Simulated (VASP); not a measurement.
# LiF (db) (Fm-3m) in VASP: single point with PBE

Aim: the single point of LiF (db) with PBE.

All numbers are computed with VASP 6.6.1; they aren't measurements. Logs are shortened: lines on timing, memory, paths and dates and some standing lists are left out, and cuts for length are marked.

### Step 1. The cell of the first run

It takes space group Fm-3m (No. 225, cubic). The conventional cell has a = 4.028 Å, b = 4.028 Å, c = 4.028 Å, α = 90.00°, β = 90.00°, γ = 90.00°. Li (site symmetry m-3m) has 6 F at 2.01 Å within 2.7 Å. Within 2.7 Å of F (site symmetry m-3m) lie 6 Li at 2.01 Å.

### Step 2. Single point, PBE

Input file INCAR:

```
  ALGO = Normal
  EDIFF = 1E-6
  ENCUT = 520
  GGA = PE
  ISIF = 2
  ISMEAR = 0
  LASPH = True
  LCHARG = False
  LREAL = False
  LWAVE = False
  NBANDS = 12
  NELM = 100
  PREC = Accurate
  SIGMA = 0.02
```

Input file KPOINTS:

```
k-points
0
Gamma
  10 10 10
```

Input file POSCAR:

```
LiF
1.0
    0.0000000000      2.0140000000      2.0140000000
    2.0140000000      0.0000000000      2.0140000000
    2.0140000000      2.0140000000      0.0000000000
Li F
1 1
Direct
    0.0000000000      0.0000000000      0.0000000000
    0.5000000000      0.5000000000      0.5000000000
```

Potentials or basis: VASP PAW PBE potentials, release 64 (Li_sv, F).

Run with:

```bash
$ cat potpaw_PBE.64/Li_sv/POTCAR potpaw_PBE.64/F/POTCAR > POTCAR
$ mpirun -np 1 vasp_std > vasp.out
```

OUTCAR:

```text
EDIFF = 1E-6
   ENCUT = 520
   GGA = PE
   ISIF = 2
   ISMEAR = 0
   LASPH = True
   LREAL = False
   NELM = 100
   PREC = Accurate

 ion  position               nearest neighbor table
   1  0.000  0.000  0.000-   2 2.01   2 2.01   2 2.01   2 2.01   2 2.01   2 2.01
   2  0.500  0.500  0.500-   1 2.01   1 2.01   1 2.01   1 2.01   1 2.01   1 2.01

  LATTYP: Found a face centered cubic cell.
 ALAT       =     4.0280000000

  Lattice vectors:

 A1 = (   0.0000000000,   2.0140000000,   2.0140000000)
 A2 = (   2.0140000000,   0.0000000000,   2.0140000000)
 A3 = (   2.0140000000,   2.0140000000,   0.0000000000)

Analysis of symmetry for initial positions (statically):
=====================================================================
 Subroutine PRICEL returns:
 Original cell was already a primitive cell.

 Routine SETGRP: Setting up the symmetry group for a
 face centered cubic supercell.

 Subroutine GETGRP returns: Found 48 space group operations
 (whereof 48 operations were pure point group operations)
 out of a pool of 48 trial point group operations.

The static configuration has the point symmetry O_h .

Analysis of symmetry for dynamics (positions and initial velocities):
=====================================================================
 Subroutine PRICEL returns:
 Original cell was already a primitive cell.

 Routine SETGRP: Setting up the symmetry group for a
 face centered cubic supercell.

 Subroutine GETGRP returns: Found 48 space group operations
 (whereof 48 operations were pure point group operations)
 out of a pool of 48 trial point group operations.

The dynamic configuration has the point symmetry O_h .

 Subroutine INISYM returns: Found 48 space group operations
 (whereof 48 operations are pure point group operations),
 and found     1 'primitive' translations

----------------------------------------------------------------------------------------

                                     Primitive cell

  volume of cell :      16.3384

  direct lattice vectors                    reciprocal lattice vectors
     0.000000000  2.014000000  2.014000000    -0.248262165  0.248262165  0.248262165
     2.014000000  0.000000000  2.014000000     0.248262165 -0.248262165  0.248262165
     2.014000000  2.014000000  0.000000000     0.248262165  0.248262165 -0.248262165

  length of vectors
     2.848226115  2.848226115  2.848226115     0.430002683  0.430002683  0.430002683

  position of ions in fractional coordinates (direct lattice)
     0.000000000  0.000000000  0.000000000
     0.500000000  0.500000000  0.500000000

  ion indices of the primitive-cell ions
   primitive index   ion index
                 1           1
                 2           2

----------------------------------------------------------------------------------------

 KPOINTS: k-points

Automatic generation of k-mesh.
 Grid dimensions read from file:
 generate k-points for:   10   10   10

 Generating k-lattice:

  Cartesian coordinates                     Fractional coordinates (reciprocal lattice)
    -0.024826216  0.024826216  0.024826216     0.100000000  0.000000000  0.000000000
     0.024826216 -0.024826216  0.024826216     0.000000000  0.100000000  0.000000000
     0.024826216  0.024826216 -0.024826216     0.000000000  0.000000000  0.100000000

  Length of vectors
     0.043000268  0.043000268  0.043000268

  Shift w.r.t. Gamma in fractional coordinates (k-lattice)
     0.000000000  0.000000000  0.000000000

 Subroutine IBZKPT returns following result:
 ===========================================

 Found     47 irreducible k-points:

 Following reciprocal coordinates:
            Coordinates               Weight
  0.000000  0.000000  0.000000      1.000000
  0.100000  0.000000  0.000000      8.000000
  0.200000  0.000000  0.000000      8.000000
  0.300000  0.000000  0.000000      8.000000
  0.400000  0.000000  0.000000      8.000000
  0.500000  0.000000  0.000000      4.000000
[... 16 lines left out ...]
  0.300000  0.300000  0.000000      6.000000
  0.400000  0.300000  0.000000     24.000000
 [... further k-points ...]
   k-points           NKPTS =     47   k-points in BZ     NKDIM =     47   number of bands    NBANDS=     12
   number of dos      NEDOS =    301   number of ions     NIONS =      2
   total plane-waves  NPLWV =  13824
   dimension x,y,z NGX =    24 NGY =   24 NGZ =   24
   dimension x,y,z NGXF=    48 NGYF=   48 NGZF=   48
   ions per type =               1   1
   NGX,Y,Z   is equivalent  to a cutoff of  14.01, 14.01, 14.01 a.u.
   NGXF,Y,Z  is equivalent  to a cutoff of  28.02, 28.02, 28.02 a.u.
 SYSTEM =  unknown system
   PREC   = accura    normal or accurate (medium, high low for compatibility)
   ISTART =      0    job   : 0-new  1-cont  2-samecut
   ICHARG =      2    charge: 1-file 2-atom 10-const
   ISPIN  =      1    spin polarized calculation?
   LNONCOLLINEAR =      F non collinear calculations
   LSORBIT =      F    spin-orbit coupling
   LASPH  =      T    aspherical Exc in radial PAW
   ENCUT  =  520.0 eV  38.22 Ry    6.18 a.u.   5.30  5.30  5.30*2*pi/ulx,y,z
   NELM   =    100;   NELMIN=  2; NELMDL= -5     # of ELM steps
   EDIFF  = 0.1E-05   stopping-criterion for ELM
   LREAL  =      F    real-space projection
   EDIFFG = 0.1E-04   stopping-criterion for IOM
   NSW    =      0    number of steps for IOM
   IBRION =     -1    ionic relax: 0-MD 1-quasi-New 2-CG
   NFREE  =      0    steps in history (QN), initial steepest desc. (CG)
   ISIF   =      2    stress and relaxation
   ISYM   =      2    0-nonsym 1-usesym 2-fastsym
   POTIM  = 0.5000    time-step for ionic-motion
   TEBEG  =    0.0;   TEEND  =   0.0 temperature during run
   PSTRESS=    0.0 pullay stress
   NELECT =      10.0000    total number of electrons
   NUPDOWN=      -1.0000    fix difference up-down
   EMIN   =  10.00;   EMAX   =-10.00  energy-range for DOS
   EFERMI =   0.00;   METHOD = LEGACY
   ISMEAR =     0;   SIGMA  =   0.02  broadening in eV -4-tet -1-fermi 0-gaus
   EFERMI_NEDOS =   21; number of points for ismear=-14 and -15
   IALGO  =     38    algorithm
   IMIX   =      4    mixing-type and parameters
     AMIX     =   0.40;   BMIX     =  1.00
     AMIX_MAG =   1.60;   BMIX_MAG =  1.00
  volume/ion in A,a.u.               =       8.17        55.13
  Fermi-wavevector in a.u.,A,eV,Ry     =   1.389970  2.626662 26.286674  1.932016
  Thomas-Fermi vector in A             =   2.513950
   LORBIT       =      0    0 simple, 1 ext, 2 COOP (PROOUT), +10 PAW based schemes
   GGA     = PE    functional components
   LHFCALC =     F    Hartree Fock is set to
   AEXX    =    0.0000 exact exchange contribution
   IVDW    =     0    specifies the selected vdW correction
   LEPSILON=     F    determine dielectric tensor
   LRPA    =     F    only Hartree local field effects (RPA)
 non-spin polarized calculation
 Gauss-broadening in eV      SIGMA  =   0.02
  energy-cutoff  :      520.00
  volume of cell :       16.34
 maximum number of plane-waves:       459
 NGX is ok and might be reduce to    24
   NGX = 11   NGY = 11   NGZ = 11

 number of electron      10.0000000 magnetization

 number of electron       9.9999992 magnetization

 Free energy of the ion-electron system (eV)
  ---------------------------------------------------
  ext. energy  EPLUGINS =         0.00000000
  ---------------------------------------------------
  free energy    TOTEN  =        -9.63754857 eV

  energy without entropy =       -9.63754857  energy(sigma->0) =       -9.63754857

 E-fermi :  -0.8480     XC(G=0):  -9.9825

 val. band max:       -1.0185886032   @ k =   0.0000   0.0000   0.0000
 cond. band min:       8.0685626891   @ k =   0.0000   0.0000   0.0000
 fundamental gap:      9.0871512922
 Fermi energy:        -0.8479840177

 k-point     1 :       0.0000    0.0000    0.0000
  band No.  band energies     occupation
      1     -41.9391      2.00000
      2     -20.9935      2.00000
      3      -1.0186      2.00000
      4      -1.0186      2.00000
      5      -1.0186      2.00000
      6       8.0686      0.00000
      7      22.9474      0.00000
      8      22.9474      0.00000
      9      22.9474      0.00000
     10      23.3054      0.00000
     11      23.3054      0.00000
     12      23.3054      0.00000

 k-point     2 :       0.1000    0.0000    0.0000
  band No.  band energies     occupation
      1     -41.9333      2.00000
      2     -20.9538      2.00000
      3      -1.3062      2.00000
      4      -1.0416      2.00000
      5      -1.0416      2.00000
      6       8.3627      0.00000
      7      20.2635      0.00000
      8      21.6928      0.00000
      9      21.6928      0.00000
     10      24.3505      0.00000
     11      24.3505      0.00000
     12      24.3982      0.00000

 k-point     3 :       0.2000    0.0000    0.0000
  band No.  band energies     occupation
      1     -41.9187      2.00000
      2     -20.8494      2.00000
      3      -1.9955      2.00000
      4      -1.1004      2.00000
      5      -1.1004      2.00000
      6       9.0146      0.00000
      7      17.7984      0.00000
      8      20.2006      0.00000
      9      20.2006      0.00000
     10      25.3699      0.00000
     11      25.7000      0.00000
     12      25.7000      0.00000
[... 286 lines left out ...]
 k-point    23 :       0.3000    0.3000    0.0000
  band No.  band energies     occupation
      1     -41.8898      2.00000
      2     -20.5755      2.00000
      3      -2.9198      2.00000
      4      -1.6806      2.00000
      5      -1.6806      2.00000
      6      11.2405      0.00000
      7      16.9129      0.00000
      8      18.0236      0.00000
      9      19.3940      0.00000
     10      19.3940      0.00000
     11      33.4601      0.00000
     12      33.5629      0.00000

 k-point    24 :       0.4000    0.3000    0.0000
  band No.  band energies     occupation
      1     -41.8789      2.00000
      2     -20.4652      2.00000
      3      -3.3352      2.00000
      4      -1.8905      2.00000
      5      -1.7788      2.00000
      6      12.0626      0.00000
      7      15.7708      0.00000
      8      17.5194      0.00000
      9      19.1436      0.00000
     10      20.2087      0.00000
     11      32.9007      0.00000
     12      33.8930      0.00000

 [... further k-points ...]

------------------------ aborting loop because EDIFF is reached ----------------------------------------

  FORCE on cell =-STRESS in cart. coord.  units (eV):
  Direction    XX          YY          ZZ          XY          YZ          ZX
  --------------------------------------------------------------------------------------
  -------------------------------------------------------------------------------------
  Total        0.1684272      0.1684272      0.1684272     -0.0000000     -0.0000000      0.0000000
  in kB       16.5163650     16.5163650     16.5163650     -0.0000000     -0.0000000      0.0000000
  external PRESSURE =      16.5163650 kB  Pullay stress =       0.0000000 kB

 VOLUME and BASIS-vectors are now :
 -----------------------------------------------------------------------------
  energy-cutoff  :      520.00
  volume of cell :       16.34
      direct lattice vectors                 reciprocal lattice vectors
     0.000000000  2.014000000  2.014000000    -0.248262165  0.248262165  0.248262165
     2.014000000  0.000000000  2.014000000     0.248262165 -0.248262165  0.248262165
     2.014000000  2.014000000  0.000000000     0.248262165  0.248262165 -0.248262165

 POSITION                                       TOTAL-FORCE (eV/Angst)
 -----------------------------------------------------------------------------------
      0.00000      0.00000      0.00000        -0.000000     -0.000000      0.000000
      2.01400      2.01400      2.01400         0.000000      0.000000     -0.000000
 -----------------------------------------------------------------------------------
    total drift:                               -0.000000     -0.000000      0.000000

  FREE ENERGIE OF THE ION-ELECTRON SYSTEM (eV)
  ---------------------------------------------------
  free  energy   TOTEN  =        -9.6375485747 eV

  energy  without entropy=       -9.6375485747  energy(sigma->0) =       -9.63754857
```

It took 17 s on 1 thread of AMD EPYC, shared host; peak memory 0.1 GiB.

Results:

```yaml
Free_energy: -9.6375 eV
Band_gap_on_the_k_mesh: 9.09 eV, direct
```

Caveat: the cutoff is under 1.25 times the usual one of these potentials, so pressure, stress and relaxed cells hold a basis-set (Pulay) error.
